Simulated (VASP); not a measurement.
# TiO2 (a cell with a defect) in VASP: single point with PBEsol

Aim: the single point of TiO2 (a cell with a defect) with PBEsol.

Program: VASP 6.6.1. These are calculated values, not measurements. Logs are shortened: lines on timing, memory, paths and dates and some standing lists are left out, and cuts for length are marked.

## Step 1: The cell of the first run

The cell holds a defect, 108 atoms: a = 11.311 Å, b = 11.311 Å, c = 9.548 Å, α = 90.00°, β = 90.00°, γ = 90.00°.

## Step 2: Single point, PBEsol

Input file INCAR:

```
PREC = Accurate ; ENCUT = 520
EDIFF = 1E-6 ; ISMEAR = -1
SIGMA = 0.05 ; LREAL = Auto
LASPH = T ; NELM = 120
ALGO = Normal ; ISIF = 2
LWAVE = F ; LCHARG = T
GGA = PS ; LELF = T
LVHAR = T ; NBANDS = 492
ISYM = -1 ; GGA_COMPAT = F
KPAR = 1
```

Input file KPOINTS:

```
explicit points
1
Reciprocal
  0.25000000   0.25000000   0.25000000 1
```

Input file POSCAR:

```
TiO2
1.0
   11.3112820000      0.0000050000     -0.0000270000
    0.0000050000     11.3112820000     -0.0000270000
   -0.0000230000     -0.0000230000      9.5483880000
Ti O
36 72
Direct
    0.0045900000      0.9973520000      0.9970460000
    0.0024860000      0.3274690000      0.9920240000
    0.0086200000      0.6677480000      0.9985550000
    0.3381560000      0.0008470000      0.9964640000
    0.3361190000      0.3305550000      0.9986860000
    0.3435520000      0.6711250000      0.9979820000
[... 100 lines left out ...]
    0.8099300000      0.4937870000      0.7120050000
    0.8438680000      0.8283950000      0.7022290000
```

Potentials or basis: VASP PAW PBE potentials, release 64 (Ti_sv, O).

Command:

```bash
$ cat potpaw_PBE.64/Ti_sv/POTCAR potpaw_PBE.64/O/POTCAR > POTCAR
$ mpirun -np 4 vasp_std > vasp.out
```

OUTCAR:

```text
PREC = Accurate
   ENCUT = 520
   EDIFF = 1E-6
   ISMEAR = -1
   LREAL = Auto
   LASPH = T
   NELM = 120
   ISIF = 2
   GGA = PS
   ISYM = -1

 ion  position               nearest neighbor table
   1  0.005  0.997  0.997-  54 1.90  56 1.92  81 1.93  87 1.93  63 1.97  37 2.01
   2  0.002  0.327  0.992-  88 1.90  54 1.92  38 1.93  82 1.93  55 1.97  64 1.98
   3  0.009  0.668  0.999-  65 1.90  56 1.91  89 1.92  83 1.95  55 1.96  39 2.00
   4  0.338  0.001  0.996-  59 1.92  57 1.92  81 1.92  84 1.94  66 1.96  40 2.00
   5  0.336  0.331  0.999-  57 1.90  85 1.92  82 1.92  58 1.96  41 1.97  67 1.98
   6  0.344  0.671  0.998-  59 1.90  83 1.91  86 1.93  42 1.96  68 1.97  58 1.97
   7  0.673  1.000  0.997-  87 1.91  84 1.93  60 1.94  62 1.94  43 1.98  69 1.99
   8  0.669  0.332  0.000-  85 1.91  60 1.91  61 1.94  88 1.94  70 1.95  44 1.99
   9  0.679  0.668  0.990-  71 1.91  62 1.92  89 1.92  86 1.94  61 1.96  45 2.08
  10  0.001  0.165  0.248-  37 1.91  78 1.93  72 1.93  38 1.93  46 1.99  54 2.01
  11  0.013  0.496  0.237-  55 1.92  47 1.92  39 1.92  38 1.93  79 1.96  73 1.97
  12  0.001  0.831  0.251-  80 1.92  74 1.93  37 1.94  39 1.94  56 1.97  48 1.99
  13  0.334  0.167  0.250-  40 1.92  72 1.92  75 1.93  41 1.93  49 1.97  57 2.00
  14  0.319  0.502  0.236-  76 1.80  73 1.85  58 1.89  42 1.93  41 1.94
  15  0.335  0.835  0.249-  77 1.92  40 1.92  74 1.93  42 1.93  50 1.97  59 2.00
  16  0.668  0.167  0.250-  78 1.93  75 1.94  43 1.94  44 1.95  51 1.97  60 1.98
  17  0.692  0.504  0.239-  79 1.78  45 1.88  61 1.93  44 1.95  52 1.95
  18  0.667  0.833  0.247-  77 1.92  43 1.93  80 1.94  45 1.95  53 1.96  62 1.98
  19  0.117  0.507  0.527-  99 1.87  47 1.91  92 1.93 101 1.95  91 2.00  73 2.06
  20  0.171  0.000  0.746- 102 1.91  63 1.92  66 1.93 100 1.93  90 1.98  81 2.01
  21  0.172  0.333  0.750- 100 1.92  67 1.92 101 1.94  91 1.95  64 1.95  82 1.96
  22  0.183  0.670  0.752-  68 1.86 102 1.92 101 1.93  65 1.97  83 1.98  92 2.00
  23  0.505  0.000  0.749- 103 1.92 105 1.92  69 1.92  66 1.94  84 1.97  93 1.99
  24  0.503  0.332  0.751-  70 1.91  67 1.91 103 1.92 104 1.94  94 1.96  85 2.00
  25  0.515  0.669  0.750-  71 1.87 105 1.92 104 1.95  86 1.97  68 1.98  95 1.98
  26  0.839  0.996  0.744- 106 1.93  69 1.93 108 1.94  63 1.94  96 1.96  87 2.00
  27  0.832  0.332  0.750- 107 1.88  70 1.93  64 1.95  97 1.96 106 1.97  88 1.98
  28  0.859  0.658  0.734-  65 1.90 107 1.95 108 1.95  98 2.01  89 2.06  99 2.11  71 2.14  35 2.89

  29  0.167  0.171  0.500-  46 1.92  49 1.93  90 1.96  91 1.96 100 1.97  72 1.98
  30  0.168  0.833  0.498-  48 1.92  90 1.95  50 1.95 102 1.96  92 1.97  74 1.97
  31  0.501  0.167  0.499-  93 1.91  51 1.93  49 1.93  94 1.95 103 1.98  75 1.99
  32  0.528  0.500  0.510-  52 1.79  76 1.81  94 1.93  95 1.93 104 1.95
  33  0.501  0.834  0.498-  50 1.91  53 1.91  93 1.93  95 1.94 105 1.97  77 2.00
  34  0.835  0.163  0.501-  96 1.90  46 1.93  51 1.94  97 1.94 106 1.96  78 2.01
  35  0.851  0.494  0.503-  47 1.91  99 1.92  97 1.92  98 2.05 107 2.05  52 2.07  79 2.14  28 2.89

  36  0.830  0.826  0.497-  98 1.85  53 1.93 108 1.96  48 1.97  80 1.99  96 1.99
  37  0.000  0.999  0.208-  10 1.91  12 1.94   1 2.01
  38  0.009  0.329  0.194-   2 1.93  10 1.93  11 1.93
  39  0.012  0.664  0.208-  11 1.92  12 1.94   3 2.00
  40  0.334  0.001  0.206-  15 1.92  13 1.92   4 2.00
  41  0.323  0.333  0.204-  13 1.93  14 1.94   5 1.97
  42  0.331  0.670  0.203-  14 1.93  15 1.93   6 1.96
[... 355 lines left out ...]
  volume/ion in A,a.u.               =      11.31        76.34
  Fermi-wavevector in a.u.,A,eV,Ry     =   1.458573  2.756303 28.945513  2.127435
  Thomas-Fermi vector in A             =   2.575242
   LORBIT       =      0    0 simple, 1 ext, 2 COOP (PROOUT), +10 PAW based schemes
   GGA     = PS    functional components
   LHFCALC =     F    Hartree Fock is set to
   AEXX    =    0.0000 exact exchange contribution
   IVDW    =     0    specifies the selected vdW correction
   LEPSILON=     F    determine dielectric tensor
   LRPA    =     F    only Hartree local field effects (RPA)
 non-spin polarized calculation
  energy-cutoff  :      520.00
  volume of cell :     1221.67
 maximum number of plane-waves:     32880
 NGX is ok and might be reduce to    84
   NGX = 43   NGY = 43   NGZ = 35

 number of electron     863.9999972 magnetization

 Free energy of the ion-electron system (eV)
  ---------------------------------------------------
  ext. energy  EPLUGINS =         0.00000000
  ---------------------------------------------------
  free energy    TOTEN  =     -1008.53767824 eV

  energy without entropy =    -1008.53767824  energy(sigma->0) =    -1008.53767824

 E-fermi :   4.7099     XC(G=0): -11.0249

 val. band max:        3.5777060723   @ k =   0.2500   0.2500   0.2500
 cond. band min:       5.8429572964   @ k =   0.2500   0.2500   0.2500
 fundamental gap:      2.2652512241
 Fermi energy:         4.7098947809

 k-point     1 :       0.2500    0.2500    0.2500
  band No.  band energies     occupation
      1     -52.7834      2.00000
      2     -52.7808      2.00000
      3     -52.7575      2.00000
      4     -52.7563      2.00000
      5     -52.7544      2.00000
      6     -52.7456      2.00000
[... 436 lines left out ...]
    443       6.3811      0.00000
    444       6.4179      0.00000
 [bands above 444 left out]

------------------------ aborting loop because EDIFF is reached ----------------------------------------

  FORCE on cell =-STRESS in cart. coord.  units (eV):
  Direction    XX          YY          ZZ          XY          YZ          ZX
  --------------------------------------------------------------------------------------
  -------------------------------------------------------------------------------------
  Total       14.9362035      4.8078983     18.3214570      2.5658395     -0.9789669      3.5324925
  in kB       19.5883153      6.3053927     24.0279584      3.3650100     -1.2838813      4.6327420
  external PRESSURE =      16.6405555 kB  Pullay stress =       0.0000000 kB

 VOLUME and BASIS-vectors are now :
 -----------------------------------------------------------------------------
  energy-cutoff  :      520.00
  volume of cell :     1221.67
      direct lattice vectors                 reciprocal lattice vectors
    11.311282000  0.000005000 -0.000027000     0.088407309 -0.000000039  0.000000213
     0.000005000 11.311282000 -0.000027000    -0.000000039  0.088407309  0.000000213
    -0.000023000 -0.000023000  9.548388000     0.000000250  0.000000250  0.104729720

 POSITION                                       TOTAL-FORCE (eV/Angst)
 -----------------------------------------------------------------------------------
      0.05190     11.28131      9.52016        -0.009575     -0.000556     -0.000416
      0.02810      3.70407      9.47222        -0.016880      0.004076     -0.029503
      0.09748      7.55306      9.53457         0.003388     -0.016105      0.025051
      3.82495      0.00956      9.51462         0.008602      0.007626      0.004938
      3.80192      3.73898      9.53582         0.004274      0.002056     -0.004198
      3.88599      7.59126      9.52909         0.016893     -0.012345     -0.000057
[... 100 lines left out ...]
      9.16133      5.58535      6.79846        -0.024912      0.026887      0.014837
      9.54522      9.37020      6.70511        -0.002017     -0.016235      0.031067
 -----------------------------------------------------------------------------------
    total drift:                                0.089397     -0.060904     -0.051635

  FREE ENERGIE OF THE ION-ELECTRON SYSTEM (eV)
  ---------------------------------------------------
  free  energy   TOTEN  =     -1008.5376782435 eV

  energy  without entropy=    -1008.5376782427  energy(sigma->0) =    -1008.53767824
```

It took 8.2 min on 4 MPI ranks of AMD EPYC 7R13 (Zen 3), shared host; peak memory 0.46 GiB.

What came out:

```
Free energy            : -1008.5377 eV
Pressure               : 1.7 GPa
Largest force          : 0.104 eV/Å
Band gap on the k mesh : 2.27 eV
```

Forces on the atoms (eV/Å):
```
Ti  -0.010 -0.001  0.000
Ti  -0.017  0.004 -0.030
Ti   0.003 -0.016  0.025
Ti   0.009  0.008  0.005
Ti   0.004  0.002 -0.004
Ti   0.017 -0.012  0.000
Ti  -0.001  0.017  0.012
Ti   0.014  0.003  0.014
Ti  -0.012 -0.016  0.048
Ti  -0.010 -0.003  0.003
Ti  -0.002 -0.006 -0.006
Ti  -0.010  0.004  0.013
Ti   0.016  0.013  0.009
Ti  -0.025 -0.002  0.000
Ti   0.002  0.008 -0.005
Ti   0.012  0.004 -0.009
Ti  -0.100 -0.027  0.007
Ti   0.005 -0.010 -0.040
Ti   0.081 -0.016 -0.036
Ti   0.008  0.017  0.007
Ti  -0.007  0.004 -0.002
Ti  -0.028 -0.015 -0.020
Ti   0.004  0.007 -0.004
Ti   0.003 -0.001  0.008
Ti  -0.030  0.001 -0.011
Ti  -0.001  0.001  0.020
Ti  -0.006 -0.045  0.021
Ti  -0.029  0.009  0.005
Ti   0.009  0.012 -0.005
Ti   0.018 -0.010 -0.016
Ti   0.023  0.011 -0.009
Ti  -0.039 -0.001  0.038
Ti   0.021  0.012 -0.013
Ti  -0.010 -0.003 -0.009
Ti  -0.083  0.002 -0.033
Ti   0.017  0.044 -0.018
O   -0.002 -0.007  0.015
O    0.001  0.003  0.030
O    0.000  0.012  0.019
O   -0.002 -0.008  0.019
O   -0.006  0.011  0.026
O   -0.002 -0.003  0.020
O   -0.004  0.002  0.017
O   -0.006  0.009  0.020
O   -0.012  0.019  0.007
O   -0.003  0.006  0.013
O    0.006 -0.057  0.001
O   -0.014 -0.008  0.024
O   -0.006  0.001  0.022
O   -0.010  0.002  0.020
O    0.007  0.001  0.028
O    0.065 -0.004 -0.005
O   -0.004  0.010  0.022
O    0.000  0.002 -0.018
O    0.005  0.001 -0.033
O   -0.002 -0.006 -0.022
O    0.004 -0.006 -0.020
O    0.001  0.010 -0.047
O    0.003 -0.004 -0.015
O    0.002 -0.009 -0.019
O    0.003  0.012 -0.036
O    0.005 -0.003 -0.013
O    0.000 -0.002 -0.019
O    0.008  0.005 -0.026
O    0.027  0.016 -0.037
O    0.004  0.004 -0.020
O   -0.008  0.000 -0.020
O    0.031 -0.001 -0.021
O   -0.003 -0.002 -0.024
O   -0.003 -0.008 -0.027
O    0.044  0.005 -0.045
O   -0.004  0.001 -0.018
O   -0.019  0.004  0.031
O   -0.001  0.002 -0.018
O   -0.006 -0.001 -0.020
O    0.037 -0.001 -0.013
O   -0.011  0.002 -0.011
O    0.007  0.000 -0.014
O    0.086  0.012  0.000
O    0.008 -0.001 -0.017
O    0.003 -0.002  0.015
O    0.001 -0.001  0.030
O   -0.008 -0.004  0.024
O   -0.013 -0.001  0.022
O   -0.010  0.006  0.019
O   -0.007  0.001  0.025
O    0.014  0.000  0.019
O   -0.003  0.002  0.027
O    0.004 -0.006  0.016
O   -0.003 -0.006 -0.021
O    0.006  0.000 -0.023
O    0.026  0.018 -0.016
O   -0.001 -0.016 -0.017
O   -0.008  0.000 -0.024
O   -0.005  0.006 -0.019
O    0.002 -0.031 -0.029
O   -0.006 -0.004 -0.025
O   -0.024 -0.044 -0.026
O   -0.015  0.045  0.046
O   -0.003 -0.011  0.027
O    0.008  0.010  0.039
O    0.000 -0.008  0.020
O   -0.003  0.003  0.026
O   -0.002  0.013  0.029
O   -0.001 -0.009  0.025
O    0.002  0.009  0.027
O   -0.025  0.027  0.015
O   -0.002 -0.016  0.031
```

Stress tensor (GPa, compression positive):
```
 1.96  0.34  0.46
 0.34  0.63 -0.13
 0.46 -0.13  2.40
```

Levels at points of the mesh, in eV from the valence-band top:
| k point | band 430 | band 431 | band 432 | band 433 | band 434 | band 435 |
| --- | --- | --- | --- | --- | --- | --- |
| (0.25, 0.25, 0.25) | -0.34 | -0.30 | 0.00 | 2.27 | 2.38 | 2.52 |

Caveat: the PAW data sets were made with another functional, which shifts forces and pressure a little.
